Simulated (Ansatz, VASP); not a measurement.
Zr2ZnN2: VASP beside Ansatz

Contents of INCAR:

```
ALGO = Normal
EDIFF = 1E-6
ENCUT = 520
GGA = PE
ISIF = 2
ISMEAR = 0
LASPH = True
LCHARG = False
LREAL = False
LWAVE = False
NBANDS = 31
NELM = 60
PREC = Accurate
SIGMA = 0.1
```

File KPOINTS:

```
k-points
0
Gamma
  4 4 4
```

The input POSCAR:

```
Zr2ZnN2
1.0
    3.8209702600      0.0000000000      0.0000000000
    0.0000000000      3.8209702600      0.0000000000
    0.0000000000      0.0000000000      5.1830336600
Zr Zn N
2 1 2
Direct
    0.5000000000      0.5000000000      0.2399999900
    0.5000000000      0.5000000000      0.7600000100
    0.0000000000      0.0000000000      0.0000000000
    0.0000000000      0.5000000000      0.5000000000
    0.5000000000      0.0000000000      0.5000000000
```

Input for Ansatz:

```yaml
crystal:
  lattice:
    - [3.82097026, 0.0, 0.0]
    - [0.0, 3.82097026, 0.0]
    - [0.0, 0.0, 5.18303366]
  atoms:
    - { symbol: Zr, position: [0.5, 0.5, 0.23999999] }
    - { symbol: Zr, position: [0.5, 0.5, 0.76000001] }
    - { symbol: Zn, position: [0.0, 0.0, 0.0] }
    - { symbol: "N", position: [0.0, 0.5, 0.5] }
    - { symbol: "N", position: [0.5, 0.0, 0.5] }
basis:
  ecutwfc: 420
kpoints:
  mp_grid: { grid: [4, 4, 4] }
hamiltonian:
  xc: pbe
scf:
  occupations: { method: gaussian, width: 0.1 }
  lower_state_search: "off"
output:
  forces: true
  stress: true
  eigenvalues: true
```

Change from the starting cell: species swapped into the CeMg2Si2 type (P4/mmm, No. 123).

Alike in both runs: task single point; functional PBE; k mesh 4 × 4 × 4; occupations gaussian, width 0.1 eV; no spin polarisation.

|  | VASP | Ansatz |
| --- | --- | --- |
| version | VASP 6.6.1 | Ansatz 0.2.0 |
| potentials or method | VASP PAW PBE potentials, release 64 (Zr_sv, Zn, N), cutoff 520 eV | scalar-relativistic, plane waves, PAW |
| valence electrons in the cell | 46 | 46 |

Ansatz gave:

* gap on the k mesh at the Fermi level (eV): none
* pressure (GPa): -3.6
* traceless stress, the component that is largest in VASP (GPa): 20.22
* rms of the force components (eV/Å): 2.232

Task: Estimate VASP's values.

Result: gap on the k mesh at the Fermi level (eV): none; pressure (GPa): -3.4; traceless stress, the component that is largest in VASP (GPa): 20.37; rms of the force components (eV/Å): 2.242.

Atom by atom the forces differ by 0.011 eV/Å (rms over components). A gap of «none» marks a metal or a gap that the smearing closes.

The k mesh is coarse, so the values compare programs but aren't converged.
